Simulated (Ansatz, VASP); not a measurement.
# CdSe in VASP and in Ansatz

```
CELL_PARAMETERS angstrom
3.06678 3.06678 0.00000
-3.06678 3.06678 0.00000
0.00000 3.06678 3.06678
ATOMIC_POSITIONS crystal
Cd 0.00000 0.00000 0.00000
Se 0.75000 0.25000 0.50000
```

Alike in both runs: functional r2SCAN; k mesh 10 × 10 × 10; occupations fermi-dirac, width 0.05 eV; no spin polarisation.

Ansatz relaxed the structure, and its values are those at the end. VASP's run is a single point on that final structure, the one shown.

|  | VASP | Ansatz |
| --- | --- | --- |
| version | VASP 6.6.1 | Ansatz 0.2.0 |
| potentials or method | VASP PAW PBE potentials, release 64 (Cd, Se) | PAW with Ansatz's default frozen-core files, scalar-relativistic |
| plane-wave cutoff (eV) | 520 | 500 |
| valence electrons in the cell | 18 | 36 |

Ansatz gave:

```
pressure (GPa) : 0.0
```

What did VASP give for the same quantities?

Pressure (GPa): 0.2.

VASP's potentials were made for PBE, not for r2SCAN. VASP's potentials hold 18 valence electrons a cell and Ansatz's 36, so a difference there can come from the potentials and not from the codes.
